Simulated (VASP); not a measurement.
Zn2O, 6 atoms in the cell. The structure is trigonal, space group P3m1 (No. 156). The conventional cell has a = 3.194 Å, b = 3.194 Å, c = 9.426 Å, α = 90.00°, β = 90.00°, γ = 120.00°. Within 2.6 Å of Zn (site symmetry 3m) lie 4 O at 1.96 to 1.99 Å. Within 2.8 Å of Zn (site symmetry 3m) lie 3 O at 2.03 Å and 3 Zn at 2.79 Å. Zn (site symmetry 3m) has 1 O at 1.96 Å and 3 Zn at 2.58 Å within 2.6 Å. Within 3.4 Å of Zn (site symmetry 3m) lie 12 Zn at 2.58 to 3.19 Å and 1 O at 2.95 Å. O (site symmetry 3m) has 4 Zn at 1.96 to 1.99 Å within 2.6 Å. Within 2.6 Å of O (site symmetry 3m) lie 4 Zn at 1.96 to 2.03 Å. 

| Quantity | Value |
| --- | --- |
| Program | VASP 6.6.1 |
| Task | single point |
| Functional | PBE |
| Potentials or basis | VASP PAW PBE potentials, release 64 (Zn, O) |
| Cutoff | 520 eV |
| k mesh | 6 × 6 × 2 |
| Occupations | gaussian, width 0.2 eV |
| Spin | no spin polarisation |
| Dipole correction | no |
| Further INCAR settings | ALGO = Normal; EDIFF = 1e-06; NBANDS = 39 |

Potentials or basis: VASP PAW PBE potentials, release 64 (Zn, O).

The run is started by

```console
$ cat potpaw_PBE.64/Zn/POTCAR potpaw_PBE.64/O/POTCAR > POTCAR
$ mpirun -np 1 vasp_std > vasp.out
```

Hardware: 1 thread of Intel(R) Xeon(R) Platinum 8259CL CPU @ 2.50GHz (Skylake/Cascade Lake), with other jobs on the host.

Q: How long does it take, and how much memory?

A: It took 49 s on 1 thread of Intel(R) Xeon(R) Platinum 8259CL CPU @ 2.50GHz (Skylake/Cascade Lake), on a shared host, peak memory 0.2 GiB. Counts: scf iterations 16, k points 14.
